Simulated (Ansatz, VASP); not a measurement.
# Two plane-wave programs on CdS

```
Cd S
1.0
     2.72688    2.72688    0.00000
    -2.72688    2.72688    0.00000
     0.00000    2.72688    2.72688
Cd S
1 1
Cartesian
  0.0000 0.0000 0.0000
  0.0000 2.7269 0.0000
```

Alike in both runs: functional r2SCAN; k mesh 12 × 12 × 12; occupations fermi-dirac, width 0.1 eV; no spin polarisation.

Ansatz relaxed the structure, and its values are those at the end. VASP's run is a single point on that final structure, the one shown.

```csv
,VASP,Ansatz
version,VASP 6.6.1,Ansatz 0.2.0
potentials or method,"VASP PAW PBE potentials, release 64 (Cd, S)","PAW with Ansatz's default frozen-core files, scalar-relativistic"
plane-wave cutoff (eV),520,500
valence electrons in the cell,18,26
```

```tsv
	VASP	Ansatz	Ansatz less VASP
pressure (GPa)	0.5	0.0	-0.48
```

VASP's potentials were made for PBE, not for r2SCAN. VASP's potentials hold 18 valence electrons a cell and Ansatz's 26, so a difference there can come from the potentials and not from the codes.
